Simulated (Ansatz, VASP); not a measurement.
WAu: VASP beside Ansatz

```xyz
2
Lattice="0.0000 2.7480 2.7480 2.7480 0.0000 2.7480 2.7480 2.7480 0.0000" Properties=species:S:1:pos:R:3 pbc="T T T"
W     0.0000    0.0000    0.0000
Au    4.1220    4.1220    4.1220
```

Alike in both runs: task relaxation of cell and atoms; functional BLYP; dispersion D3(BJ); k mesh 8 × 8 × 8; occupations fermi-dirac, width 0.05 eV; no spin polarisation.

|  | VASP | Ansatz |
| --- | --- | --- |
| version | VASP 6.6.1 | Ansatz 0.2.0 |
| potentials or method | VASP PAW PBE potentials, release 64 (W_sv, Au_sv_GW) | Ansatz PAW |
| plane-wave cutoff (eV) | 540 | 420 |
| valence electrons in the cell | 33 | 33 |

Ansatz gave:

| Item | Value |
| --- | --- |
| gap on the k mesh at the Fermi level, each at its own relaxed structure (eV) | none |
| relaxed volume (Å³/atom) | 24.06 |
| relaxed length of the cell vector where the two differ most in proportion (Å) | 4.082 |

**Question.** Which values does VASP return?

**Answer.** gap on the k mesh at the Fermi level, each at its own relaxed structure (eV): none; relaxed volume (Å³/atom): 24.10; relaxed length of the cell vector where the two differ most in proportion (Å): 4.085.

VASP's potentials were made for PBE, not for BLYP. A gap of «none» marks a metal or a gap that the smearing closes.

Neither program's run includes spin-orbit coupling. Noted on VASP's run: the volume moved by over 15 % at a fixed basis, so the end points are rough. Noted on Ansatz's run: the volume moved by over 15 % at a fixed basis, so the end points are rough; the plane-wave basis is chosen anew once the cell has moved, so the energies of steps on either side of that aren't comparable.
